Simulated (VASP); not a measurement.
The system is HfN.

```
Hf N
1.0
     0.00000    2.45482    2.45482
     2.45482    0.00000    2.45482
     2.45482    2.45482    0.00000
Hf N
1 1
Direct
  0.00000 0.00000 0.00000
  0.75000 0.75000 0.75000
```

- Program: VASP 6.6.1
- Task: relaxation of cell and atoms
- Functional: PBEsol
- Potentials or basis: VASP PAW PBE potentials, release 64 (Hf_pv, N)
- Cutoff: 600 eV
- k mesh: 11 × 11 × 11
- Occupations: methfessel-paxton, width 0.1 eV
- Spin: no spin polarisation

At the start: pressure -6.0 GPa; volume 14.79 Å³/atom.

Task: How do energy, volume and symmetry change on relaxing?

Result: Over 3 steps the energy falls by 8.5 meV/atom and the volume is 14.35 Å³/atom (-3.0 %); space group F-43m (No. 216, to 0.05 Å).

The path:
```csv
step,energy change (eV),largest force (eV/Å),pressure (GPa),volume (Å³)
1,0.0000,0.0000,-5.96,29.59
2,0.0314,0.0000,11.54,27.29
3,-0.0170,0.0000,-0.08,28.71
```

Final structure:
```cif
data_structure
_symmetry_space_group_name_H-M 'P 1'
_symmetry_Int_Tables_number 1
_cell_length_a 3.4370
_cell_length_b 3.4370
_cell_length_c 3.4370
_cell_angle_alpha 60.000
_cell_angle_beta 60.000
_cell_angle_gamma 60.000
_cell_volume 28.71
loop_
_atom_site_label
_atom_site_type_symbol
_atom_site_fract_x
_atom_site_fract_y
_atom_site_fract_z
_atom_site_occupancy
Hf1 Hf 0.00000 0.00000 0.00000 1
N1 N 0.75000 0.75000 0.75000 1
```

Caveat: the PAW data sets were made with another functional, which shifts forces and pressure a little.
